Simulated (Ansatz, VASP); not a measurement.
# Be2C: VASP beside Ansatz

```
Be C
1.0
     0.01067    2.13949    2.13949
     2.13949    0.01067    2.13949
     2.13949    2.13949    0.01067
Be C
2 1
Cartesian
  1.0724 1.0724 1.0724
  3.2172 3.2172 3.2172
  0.0000 0.0000 0.0000
```

Change from the starting cell: equal xy, yz and zx engineering shears of +0.5 %.

Alike in both runs: task relaxation of the atoms; functional LDA; k mesh 10 × 10 × 10; no spin polarisation.

|  | VASP | Ansatz |
| --- | --- | --- |
| version | VASP 6.6.1 | Ansatz 0.2.0 |
| potentials or method | VASP PAW LDA potentials, release 64 (Be, C), cutoff 520 eV | all-electron LAPW, scalar-relativistic |
| occupations | gaussian, width 0.01 eV | fixed |

|  | VASP | Ansatz | Ansatz less VASP |
| --- | --- | --- | --- |
| gap on the k mesh at the Fermi level, each at its own relaxed structure (eV) | 1.19 | 1.19 | +0.006 |

LDA's correlation is that of Perdew and Zunger in VASP and of Perdew and Wang (1992) in Ansatz. Ansatz ran all-electron here, and VASP with PAW potentials.
